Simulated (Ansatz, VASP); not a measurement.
# LiH: VASP beside Ansatz

File POSCAR:

```
LiH
1.0
    0.0000000000      2.0029948335      2.0029948335
    2.0029948335      0.0000000000      2.0029948335
    2.0029948335      2.0029948335      0.0000000000
Li H
1 1
Direct
    0.0000000000      0.0000000000      0.0000000000
    0.5000000000      0.5000000000      0.5000000000
```

Contents of INCAR.step1:

```
SYSTEM = LiH
  ALGO = Normal
  EDIFF = 1E-4
  ENCUT = 520
  GGA = PE
  ISMEAR = 1
  LASPH = .TRUE.
  LCHARG = .FALSE.
  LREAL = .FALSE.
  LWAVE = .TRUE.
  NBANDS = 9
  NELM = 80
  PREC = Accurate
  SIGMA = 0.05
```

File INCAR.step2:

```
SYSTEM = LiH
  ALGO = Normal
  EDIFF = 1E-6
  ENCUT = 520
  ISIF = 2
  ISMEAR = 1
  ISTART = 1
  LASPH = .TRUE.
  LCHARG = .FALSE.
  LMIXTAU = .TRUE.
  LREAL = .FALSE.
  LWAVE = .FALSE.
  METAGGA = R2SCAN
  NBANDS = 9
  NELM = 80
  PREC = Accurate
  SIGMA = 0.05
```

File KPOINTS:

```
k-points
0
G
  8 8 8
  0 0 0
```

Input for Ansatz:

```yaml
crystal:
  lattice:
    - [0.0, 2.0029948335, 2.0029948335]
    - [2.0029948335, 0.0, 2.0029948335]
    - [2.0029948335, 2.0029948335, 0.0]
  atoms:
    - { symbol: Li, position: [0.0, 0.0, 0.0] }
    - { symbol: H, position: [0.5, 0.5, 0.5] }
kpoints:
  mp_grid: { grid: [8, 8, 8] }
hamiltonian:
  xc: r2scan
scf:
  occupations: { method: methfessel_paxton, width: 0.05 }
  n_extra_bands: 4
output:
  forces: true
  stress: true
  eigenvalues: true
```

Alike in both runs: task single point; functional r2SCAN; k mesh 8 × 8 × 8; occupations methfessel-paxton of order 1, width 0.05 eV; no spin polarisation.

|  | VASP | Ansatz |
| --- | --- | --- |
| version | VASP 6.6.1 | Ansatz 0.2.0 |
| potentials or method | VASP PAW PBE potentials, release 64 (Li_sv, H) | plane waves |
| plane-wave cutoff (eV) | 520 | 500 |
| valence electrons in the cell | 4 | 4 |

VASP gave:

* gap on the k mesh at the Fermi level (eV): 3.58

Task: What did Ansatz give for the same quantities?

Result: gap on the k mesh at the Fermi level (eV): 3.63.

VASP's potentials were made for PBE, not for r2SCAN. With one functional, cell and mesh, what is left measures potentials, basis and numerics.

Noted on VASP's run: the cutoff is under 1.25 times that of the potentials, so the pressure is a little rough.
